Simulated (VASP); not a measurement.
Wanted: the native input for a VASP 6.6.1 run.

| Property | Result |
| --- | --- |
| Task | single point |
| Functional | PBE |
| Potentials or basis | VASP PAW PBE potentials, release 64 (Sm_3, F), 4f in core |
| Cutoff | 600 eV |
| k mesh | 6 × 6 × 6 |
| Occupations | gaussian, width 0.1 eV |
| Spin | no spin polarisation |
| Dipole correction | no |
| Further INCAR settings | ALGO = Normal; EDIFF = 1e-06; NBANDS = 16 |

The structure of SmF lies in POSCAR:

```
SmF
1.0
    0.0000000000      2.6963117900      2.6963117900
    2.6963117900      0.0000000000      2.6963117900
    2.6963117900      2.6963117900      0.0000000000
Sm F
1 1
Direct
    0.0000000000      0.0000000000      0.0000000000
    0.5000000000      0.5000000000      0.5000000000
```

The cell was generated, and may not be a known phase.

These files were run (other wordings do the same):

INCAR

```
  PREC = Accurate
  ENCUT = 600
  EDIFF = 1E-6
  ISMEAR = 0
  SIGMA = 0.1
  LREAL = False
  LASPH = True
  NELM = 200
  ALGO = Normal
  ISIF = 2
  LWAVE = False
  LCHARG = True
  GGA = PE
  LELF = True
  LVHAR = True
  NBANDS = 16
  GGA_COMPAT = False
  LMAXMIX = 6
```

KPOINTS

```
regular mesh
0
Gamma
  6 6 6
```

Potentials or basis: VASP PAW PBE potentials, release 64 (Sm_3, F), 4f in core.

Command:

```bash
$ cat potpaw_PBE.64/Sm_3/POTCAR potpaw_PBE.64/F/POTCAR > POTCAR
$ mpirun -np 1 vasp_std > vasp.out
```

Results of the run:

* Pressure: -3.9 GPa
* Band gap on the k mesh: zero (bands 9 and 10 overlap by 0.31 eV)

Caveat: the cell stands under tension; spin-orbit coupling is left out, which moves the levels of the heavy elements; the 4f electrons are frozen in the core, so they carry no moment and show no levels; the run has no spin polarisation, though such a crystal can be magnetic.

Run time: 11 s on 1 thread of Intel(R) Xeon(R) Platinum 8259CL CPU @ 2.50GHz (Skylake/Cascade Lake), with other jobs on the host, peak memory 0.17 GiB.
